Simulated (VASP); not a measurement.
# BN (Qingsongite) (F-43m) in VASP: notebook

The runs below take BN (Qingsongite) through single point, with r2SCAN.

Program: VASP 6.6.1. These are calculated values, not measurements. Logs are shortened: lines on timing, memory, paths and dates and some standing lists are left out, and cuts for length are marked.

### Step 1. The cell of the first run

The structure is cubic, space group F-43m (No. 216). Conventional cell: a = 3.645 Å, b = 3.645 Å, c = 3.645 Å, α = 90.00°, β = 90.00°, γ = 90.00°. Within 2.1 Å of B (site symmetry -43m) lie 4 N at 1.58 Å. Within 2.1 Å of N (site symmetry -43m) lie 4 B at 1.58 Å.

### Step 2. Single point, r2SCAN (volume changed by +3%)

The input, POSCAR:

```
BN
1.0
    0.0000000000      1.8226952699      1.8226952699
    1.8226952699      0.0000000000      1.8226952699
    1.8226952699      1.8226952699      0.0000000000
B N
1 1
Direct
    0.0000000000      0.0000000000      0.0000000000
    0.2500000000      0.2500000000      0.2500000000
```

The input, INCAR.step1:

```
PREC     = Accurate       # precision mode
ENCUT    = 910            # plane-wave cutoff, eV
ISMEAR   = 0              # smearing method
SIGMA    = 0.01           # smearing width, eV
LREAL    = F              # projectors in reciprocal space
LASPH    = T              # aspherical terms in the spheres
NELM     = 120            # most SCF steps
NBANDS   = 11             # bands
GGA      = PE             # functional
ALGO     = Normal         # electronic algorithm
EDIFF    = 1E-5           # SCF threshold, eV
LWAVE    = T              # write WAVECAR
LCHARG   = F              # write CHGCAR
GGA_COMPAT= F
```

The input, INCAR.step2:

```
PREC     = Accurate       # precision mode
ENCUT    = 910            # plane-wave cutoff, eV
EDIFF    = 1E-6           # SCF threshold, eV
ISMEAR   = 0              # smearing method
SIGMA    = 0.01           # smearing width, eV
LREAL    = F              # projectors in reciprocal space
LASPH    = T              # aspherical terms in the spheres
NELM     = 120            # most SCF steps
ALGO     = Normal         # electronic algorithm
ISIF     = 2              # what is computed and relaxed
LWAVE    = F              # write WAVECAR
LCHARG   = F              # write CHGCAR
METAGGA  = R2SCAN         # meta-GGA
LMIXTAU  = T            
NBANDS   = 11             # bands
ISTART   = 1            
GGA_COMPAT= F
```

The input, KPOINTS:

```
regular mesh
0
Gamma
  10 10 10
```

Potentials or basis: VASP PAW PBE potentials, release 64 (B_h, N_h).

On the command line:

```sh
$ cat potpaw_PBE.64/B_h/POTCAR potpaw_PBE.64/N_h/POTCAR > POTCAR
$ cp INCAR.step1 INCAR
$ mpirun -np 1 vasp_std > vasp.out
$ cp INCAR.step2 INCAR
$ mpirun -np 1 vasp_std > vasp.out
```

OUTCAR:

```text
PREC = Accurate
   ENCUT = 910
   EDIFF = 1E-6
   ISMEAR = 0
   LREAL = F
   LASPH = T
   NELM = 120
   ISIF = 2
   METAGGA = R2SCAN
   ISTART = 1

 ion  position               nearest neighbor table
   1  0.000  0.000  0.000-
   2  0.250  0.250  0.250-

  LATTYP: Found a face centered cubic cell.
 ALAT       =     3.6453905398

  Lattice vectors:

 A1 = (   0.0000000000,   1.8226952699,   1.8226952699)
 A2 = (   1.8226952699,   0.0000000000,   1.8226952699)
 A3 = (   1.8226952699,   1.8226952699,   0.0000000000)

Analysis of symmetry for initial positions (statically):
[... 5 lines left out ...]
 face centered cubic supercell.

 Subroutine GETGRP returns: Found 24 space group operations
 (whereof 24 operations were pure point group operations)
 out of a pool of 48 trial point group operations.

The static configuration has the point symmetry T_d .

Analysis of symmetry for dynamics (positions and initial velocities):
[... 5 lines left out ...]
 face centered cubic supercell.

 Subroutine GETGRP returns: Found 24 space group operations
 (whereof 24 operations were pure point group operations)
 out of a pool of 48 trial point group operations.

The dynamic configuration has the point symmetry T_d .

 Subroutine INISYM returns: Found 24 space group operations
 (whereof 24 operations are pure point group operations),
 and found     1 'primitive' translations

----------------------------------------------------------------------------------------

                                     Primitive cell

  volume of cell :      12.1108

  direct lattice vectors                    reciprocal lattice vectors
     0.000000000  1.822695270  1.822695270    -0.274319031  0.274319031  0.274319031
     1.822695270  0.000000000  1.822695270     0.274319031 -0.274319031  0.274319031
     1.822695270  1.822695270  0.000000000     0.274319031  0.274319031 -0.274319031

  length of vectors
     2.577680371  2.577680371  2.577680371     0.475134499  0.475134499  0.475134499

  position of ions in fractional coordinates (direct lattice)
     0.000000000  0.000000000  0.000000000
     0.250000000  0.250000000  0.250000000

  ion indices of the primitive-cell ions
   primitive index   ion index
                 1           1
                 2           2

----------------------------------------------------------------------------------------

 KPOINTS: regular mesh

Automatic generation of k-mesh.
 Grid dimensions read from file:
 generate k-points for:   10   10   10

 Generating k-lattice:

  Cartesian coordinates                     Fractional coordinates (reciprocal lattice)
    -0.027431903  0.027431903  0.027431903     0.100000000  0.000000000  0.000000000
     0.027431903 -0.027431903  0.027431903     0.000000000  0.100000000  0.000000000
     0.027431903  0.027431903 -0.027431903     0.000000000  0.000000000  0.100000000

  Length of vectors
     0.047513450  0.047513450  0.047513450

  Shift w.r.t. Gamma in fractional coordinates (k-lattice)
     0.000000000  0.000000000  0.000000000

 Subroutine IBZKPT returns following result:
 ===========================================

 Found     47 irreducible k-points:

 Following reciprocal coordinates:
            Coordinates               Weight
  0.000000  0.000000  0.000000      1.000000
  0.100000  0.000000  0.000000      8.000000
  0.200000  0.000000  0.000000      8.000000
  0.300000  0.000000  0.000000      8.000000
  0.400000  0.000000  0.000000      8.000000
  0.500000  0.000000  0.000000      4.000000
[... 16 lines left out ...]
  0.300000  0.300000  0.000000      6.000000
  0.400000  0.300000  0.000000     24.000000
 [... further k-points ...]
   k-points           NKPTS =     47   k-points in BZ     NKDIM =     47   number of bands    NBANDS=     11
   number of dos      NEDOS =    301   number of ions     NIONS =      2
   total plane-waves  NPLWV =  21952
   dimension x,y,z NGX =    28 NGY =   28 NGZ =   28
   dimension x,y,z NGXF=    56 NGYF=   56 NGZF=   56
   ions per type =               1   1
   NGX,Y,Z   is equivalent  to a cutoff of  18.06, 18.06, 18.06 a.u.
   NGXF,Y,Z  is equivalent  to a cutoff of  36.12, 36.12, 36.12 a.u.
 SYSTEM =  unknown system
   PREC   = accura    normal or accurate (medium, high low for compatibility)
   ISTART =      1    job   : 0-new  1-cont  2-samecut
   ICHARG =      0    charge: 1-file 2-atom 10-const
   ISPIN  =      1    spin polarized calculation?
   LNONCOLLINEAR =      F non collinear calculations
   LSORBIT =      F    spin-orbit coupling
   LASPH  =      T    aspherical Exc in radial PAW
   ENCUT  =  910.0 eV  66.88 Ry    8.18 a.u.   6.34  6.34  6.34*2*pi/ulx,y,z
   NELM   =    120;   NELMIN=  2; NELMDL=  0     # of ELM steps
   EDIFF  = 0.1E-05   stopping-criterion for ELM
   LREAL  =      F    real-space projection
   EDIFFG = 0.1E-04   stopping-criterion for IOM
   NSW    =      0    number of steps for IOM
   IBRION =     -1    ionic relax: 0-MD 1-quasi-New 2-CG
   NFREE  =      0    steps in history (QN), initial steepest desc. (CG)
   ISIF   =      2    stress and relaxation
   ISYM   =      2    0-nonsym 1-usesym 2-fastsym
   POTIM  = 0.5000    time-step for ionic-motion
   TEBEG  =    0.0;   TEEND  =   0.0 temperature during run
   PSTRESS=    0.0 pullay stress
   NELECT =       8.0000    total number of electrons
   NUPDOWN=      -1.0000    fix difference up-down
   EMIN   =  10.00;   EMAX   =-10.00  energy-range for DOS
   EFERMI =   0.00;   METHOD = LEGACY
   ISMEAR =     0;   SIGMA  =   0.01  broadening in eV -4-tet -1-fermi 0-gaus
   EFERMI_NEDOS =   21; number of points for ismear=-14 and -15
   IALGO  =     38    algorithm
   IMIX   =      4    mixing-type and parameters
     AMIX     =   0.40;   BMIX     =  1.00
     AMIX_MAG =   1.60;   BMIX_MAG =  1.00
  volume/ion in A,a.u.               =       6.06        40.86
  Fermi-wavevector in a.u.,A,eV,Ry     =   1.425763  2.694302 27.657936  2.032801
  Thomas-Fermi vector in A             =   2.546113
   LORBIT       =      0    0 simple, 1 ext, 2 COOP (PROOUT), +10 PAW based schemes
   METAGGA = R2SCAN    functional components
   LHFCALC =     F    Hartree Fock is set to
   AEXX    =    0.0000 exact exchange contribution
   IVDW    =     0    specifies the selected vdW correction
   LEPSILON=     F    determine dielectric tensor
   LRPA    =     F    only Hartree local field effects (RPA)
 non-spin polarized calculation
 Gauss-broadening in eV      SIGMA  =   0.01
  energy-cutoff  :      910.00
  volume of cell :       12.11
 maximum number of plane-waves:       769
 NGX is ok and might be reduce to    28
   NGX = 13   NGY = 13   NGZ = 13

 number of electron       8.0000000 magnetization

 Free energy of the ion-electron system (eV)
  ---------------------------------------------------
  ext. energy  EPLUGINS =         0.00000000
  ---------------------------------------------------
  free energy    TOTEN  =       -19.18720594 eV

  energy without entropy =      -19.18720594  energy(sigma->0) =      -19.18720594

 E-fermi :   8.7234     XC(G=0): -13.6223

 val. band max:        8.5779111538   @ k =   0.0000   0.0000   0.0000
 cond. band min:      13.5363551107   @ k =   0.5000   0.5000   0.0000
 fundamental gap:      4.9584439569
 Fermi energy:         8.7233977006

 k-point     1 :       0.0000    0.0000    0.0000
  band No.  band energies     occupation
      1     -12.4194      2.00000
      2       8.5779      2.00000
      3       8.5779      2.00000
      4       8.5779      2.00000
      5      18.0014      0.00000
      6      18.0014      0.00000
      7      18.0014      0.00000
      8      19.2103      0.00000
      9      34.2252      0.00000
     10      36.9732      0.00000
     11      36.9732      0.00000

 k-point     2 :       0.1000    0.0000    0.0000
  band No.  band energies     occupation
      1     -12.1731      2.00000
      2       7.2751      2.00000
      3       8.3239      2.00000
      4       8.3239      2.00000
      5      18.2246      0.00000
      6      18.3931      0.00000
      7      18.3931      0.00000
      8      20.0851      0.00000
      9      34.0158      0.00000
     10      34.5266      0.00000
     11      34.5266      0.00000

 k-point     3 :       0.2000    0.0000    0.0000
  band No.  band energies     occupation
      1     -11.4499      2.00000
      2       4.4914      2.00000
      3       7.7489      2.00000
      4       7.7489      2.00000
      5      18.5066      0.00000
      6      19.2069      0.00000
      7      19.2069      0.00000
      8      21.9143      0.00000
      9      33.0403      0.00000
     10      33.0403      0.00000
     11      33.3660      0.00000

 k-point     4 :       0.3000    0.0000    0.0000
  band No.  band energies     occupation
      1     -10.3152      2.00000
      2       1.4748      2.00000
      3       7.1628      2.00000
      4       7.1628      2.00000
      5      18.7690      0.00000
      6      19.7859      0.00000
      7      19.7859      0.00000
      8      23.4881      0.00000
      9      32.8499      0.00000
     10      33.3332      0.00000
     11      33.3332      0.00000

 k-point     5 :       0.4000    0.0000    0.0000
  band No.  band energies     occupation
      1      -8.9897      2.00000
      2      -1.0916      2.00000
      3       6.7573      2.00000
      4       6.7573      2.00000
      5      18.9560      0.00000
      6      19.9304      0.00000
      7      19.9304      0.00000
      8      24.4197      0.00000
      9      32.8843      0.00000
     10      35.1098      0.00000
     11      35.1098      0.00000
[... 211 lines left out ...]
 k-point    21 :      -0.3000    0.2000    0.0000
  band No.  band energies     occupation
      1      -8.7117      2.00000
      2       0.2593      2.00000
      3       3.5130      2.00000
      4       6.4794      2.00000
      5      18.9405      0.00000
      6      21.2664      0.00000
      7      21.6073      0.00000
      8      24.0386      0.00000
      9      31.2362      0.00000
     10      31.7828      0.00000
     11      36.3845      0.00000

 k-point    22 :      -0.2000    0.2000    0.0000
  band No.  band energies     occupation
      1      -9.9389      2.00000
      2       2.2499      2.00000
      3       4.2502      2.00000
      4       7.2701      2.00000
      5      19.6957      0.00000
      6      20.2044      0.00000
      7      20.7026      0.00000
      8      22.8523      0.00000
      9      30.6210      0.00000
     10      32.0020      0.00000
     11      36.3316      0.00000

 k-point    23 :       0.3000    0.3000    0.0000
  band No.  band energies     occupation
      1      -9.6255      2.00000
      2       3.1263      2.00000
      3       4.8792      2.00000
      4       4.8792      2.00000
      5      15.2356      0.00000
      6      19.8401      0.00000
      7      24.1099      0.00000
      8      24.1099      0.00000
      9      28.1291      0.00000
     10      37.0297      0.00000
     11      41.1883      0.00000

 k-point    24 :       0.4000    0.3000    0.0000
  band No.  band energies     occupation
      1      -8.6267      2.00000
      2       1.5619      2.00000
      3       4.0127      2.00000
      4       4.4618      2.00000
      5      15.1942      0.00000
      6      19.7014      0.00000
      7      24.8439      0.00000
      8      24.9902      0.00000
      9      29.1858      0.00000
     10      36.7274      0.00000
     11      41.3137      0.00000

 [... further k-points ...]
[... 5 lines left out ...]
  --------------------------------------------------------------------------------------
  -------------------------------------------------------------------------------------
  Total       -0.8664841     -0.8664841     -0.8664841      0.0000000      0.0000000      0.0000000
  in kB     -114.6301841   -114.6301841   -114.6301841      0.0000000      0.0000000      0.0000000
  external PRESSURE =    -114.6301841 kB  Pullay stress =       0.0000000 kB

 VOLUME and BASIS-vectors are now :
 -----------------------------------------------------------------------------
  energy-cutoff  :      910.00
  volume of cell :       12.11
      direct lattice vectors                 reciprocal lattice vectors
     0.000000000  1.822695270  1.822695270    -0.274319031  0.274319031  0.274319031
     1.822695270  0.000000000  1.822695270     0.274319031 -0.274319031  0.274319031
     1.822695270  1.822695270  0.000000000     0.274319031  0.274319031 -0.274319031

 POSITION                                       TOTAL-FORCE (eV/Angst)
 -----------------------------------------------------------------------------------
      0.00000      0.00000      0.00000        -0.000000     -0.000000     -0.000000
      0.91135      0.91135      0.91135         0.000000      0.000000      0.000000
 -----------------------------------------------------------------------------------
    total drift:                                0.000000      0.000000      0.000000

  FREE ENERGIE OF THE ION-ELECTRON SYSTEM (eV)
  ---------------------------------------------------
  free  energy   TOTEN  =       -19.1872059361 eV

  energy  without entropy=      -19.1872059361  energy(sigma->0) =      -19.18720594
```

Wall time 85 s (1 thread of Intel Xeon Platinum 8375C at 2.90GHz (Ice Lake), shared host); peak memory 0.16 GiB.

Results:

```
Free energy            : -19.1872 eV
Pressure               : -11.5 GPa
Band gap on the k mesh : 4.96 eV, indirect (least direct gap 9.42 eV)
```

Caveat: the cutoff is under 1.25 times the usual one of these potentials, so pressure, stress and relaxed cells hold a basis-set (Pulay) error; the PAW data sets were made with another functional, which shifts forces and pressure a little. A k mesh can miss the band edges.

### Step 3. Single point, r2SCAN (volume changed by -3%)

The input, POSCAR:

```
BN
1.0
    0.0000000000      1.7865927600      1.7865927600
    1.7865927600      0.0000000000      1.7865927600
    1.7865927600      1.7865927600      0.0000000000
B N
1 1
Direct
    0.0000000000      0.0000000000      0.0000000000
    0.2500000000      0.2500000000      0.2500000000
```

The input, INCAR.step1:

```
SYSTEM = BN
PREC = Accurate
ENCUT = 910
ISMEAR = 0
SIGMA = 0.01
LREAL = .FALSE.
LASPH = .TRUE.
NELM = 120
NBANDS = 11
GGA = PE
ALGO = Normal
EDIFF = 1E-5
LWAVE = .TRUE.
LCHARG = .FALSE.
GGA_COMPAT = .FALSE.
```

The input, INCAR.step2:

```
SYSTEM = BN
PREC = Accurate
ENCUT = 910
EDIFF = 1E-6
ISMEAR = 0
SIGMA = 0.01
LREAL = .FALSE.
LASPH = .TRUE.
NELM = 120
ALGO = Normal
ISIF = 2
LWAVE = .FALSE.
LCHARG = .FALSE.
METAGGA = R2SCAN
LMIXTAU = .TRUE.
NBANDS = 11
ISTART = 1
GGA_COMPAT = .FALSE.
```

The input, KPOINTS:

```
Automatic mesh
0
G
  10 10 10
  0 0 0
```

Potentials or basis: VASP PAW PBE potentials, release 64 (B_h, N_h).

On the command line:

```sh
$ cat potpaw_PBE.64/B_h/POTCAR potpaw_PBE.64/N_h/POTCAR > POTCAR
$ cp INCAR.step1 INCAR
$ mpirun -np 1 vasp_std > vasp.out
$ cp INCAR.step2 INCAR
$ mpirun -np 1 vasp_std > vasp.out
```

It took 44 s on 1 thread of Intel Xeon Platinum 8375C at 2.90GHz (Ice Lake), shared host; peak memory 0.16 GiB.

Results (log left out):

```
Free energy            : -19.1865 eV
Pressure               : 12.0 GPa
Band gap on the k mesh : 5.04 eV, indirect (least direct gap 9.72 eV)
```

Levels at points of the mesh, in eV from the valence-band top:
```csv
k point,band 2,band 3,band 4,band 5,band 6,band 7
"(0.00, 0.00, 0.00)",0.00,0.00,0.00,9.72,9.72,9.72
"(0.50, 0.00, 0.00)",-11.40,-2.08,-2.08,11.27,11.69,11.69
"(0.50, 0.50, 0.00)",-9.55,-5.27,-5.27,5.04,10.03,19.85
```

Caveat: the cutoff is under 1.25 times the usual one of these potentials, so pressure, stress and relaxed cells hold a basis-set (Pulay) error; the PAW data sets were made with another functional, which shifts forces and pressure a little. A k mesh can miss the band edges.
